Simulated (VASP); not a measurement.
Al3GaN4: single point with PBEsol

The system is Al3GaN4.

```
Al Ga N
1.0
     4.40699    0.00000    0.00000
     0.00000    4.40699    0.00000
     0.00000    0.00000    4.58327
Al Ga N
3 1 4
Cartesian
  2.2035 2.2035 0.0000
  2.2035 0.0000 2.2916
  0.0000 2.2035 2.2916
  0.0000 0.0000 0.0000
  3.2819 3.2819 1.1701
  3.2819 1.1251 3.4132
  1.1251 3.2819 3.4132
  1.1251 1.1251 1.1701
```

This cell differs from its parent crystal: strain +0.000 along x and y, +0.040 along z.

```json
{
  "Program": "VASP 6.6.1",
  "Task": "single point",
  "Functional": "PBEsol",
  "Potentials or basis": "VASP PAW PBE potentials, release 64 (Al, Ga_d, N)",
  "Cutoff": "520 eV",
  "k mesh": "6 × 6 × 6",
  "Occupations": "gaussian, width 0.05 eV",
  "Spin": "no spin polarisation"
}
```

```yaml
Pressure: -7.3 GPa
Largest_force: 0.038 eV/Å
Band_gap_on_the_k_mesh: 3.04 eV, indirect (least direct gap 3.05 eV)
```

Forces in eV/Å, atoms in the order of the input:
```
Al   0.000  0.000  0.000
Al   0.000  0.000  0.000
Al   0.000  0.000  0.000
Ga   0.000  0.000  0.000
N   -0.011 -0.011 -0.035
N   -0.011  0.011  0.035
N    0.011 -0.011  0.035
N    0.011  0.011 -0.035
```

Stress tensor (GPa, compression positive):
```
 -5.43   0.00   0.00
  0.00  -5.43   0.00
  0.00   0.00 -11.18
```

Levels at points of the mesh, in eV from the valence-band top:
```csv
k point,band 19,band 20,band 21,band 22,band 23,band 24
"(0.00, 0.00, 0.00)",-0.19,-0.01,-0.01,3.04,3.16,3.16
"(0.50, 0.00, 0.00)",-1.28,-1.09,-1.02,5.29,5.36,5.99
"(0.50, 0.50, 0.00)",-0.46,-0.42,-0.42,6.93,7.31,7.31
"(0.00, 0.00, 0.50)",-1.10,-0.85,-0.85,5.21,5.22,5.66
"(0.50, 0.00, 0.50)",-0.73,-0.70,-0.66,6.80,7.19,7.22
"(0.50, 0.50, 0.50)",-0.51,-0.33,-0.33,5.01,6.45,6.46
```

Run time: 2.8 min on 1 thread of AMD EPYC 7R13 (shared host), peak memory 0.22 GiB.

Caveat: the cell differs from its parent crystal (strain +0.000 along x and y, +0.040 along z); the PAW data sets were made with another functional, which shifts forces and pressure a little. A k mesh can miss the band edges.
